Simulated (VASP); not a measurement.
A run of VASP 6.6.1 is set up as follows.

Contents of INCAR:

```
  ALGO = Normal
  EDIFF = 1E-7
  ENCUT = 520
  GGA = PS
  ISIF = 2
  ISMEAR = -1
  LASPH = True
  LCHARG = False
  LREAL = False
  LWAVE = False
  NBANDS = 11
  NELM = 100
  PREC = Accurate
  SIGMA = 0.08
```

File KPOINTS:

```
k-points
0
Gamma
  17 17 17
```

Contents of POSCAR:

```
BN
1.0
    0.0000000000      1.5536269857      1.5536269857
    1.5536269857      0.0000000000      1.5536269857
    1.5536269857      1.5536269857      0.0000000000
B N
1 1
Direct
    0.0000000000      0.0000000000      0.0000000000
    0.2500000000      0.2500000000      0.2500000000
```

Potentials or basis: VASP PAW PBE potentials, release 64 (B, N).

Command:

```console
$ cat potpaw_PBE.64/B/POTCAR potpaw_PBE.64/N/POTCAR > POTCAR
$ mpirun -np 1 vasp_std > vasp.out
```

Problem. What does it give for the pressure?

Solution. 384.2 GPa.

Problem. What does it give for the band gap on the k mesh?

Solution. 4.72 eV, indirect (least direct gap 10.89 eV).

Caveat: the PAW data sets were made with another functional, which shifts forces and pressure a little. A k mesh can miss the band edges.
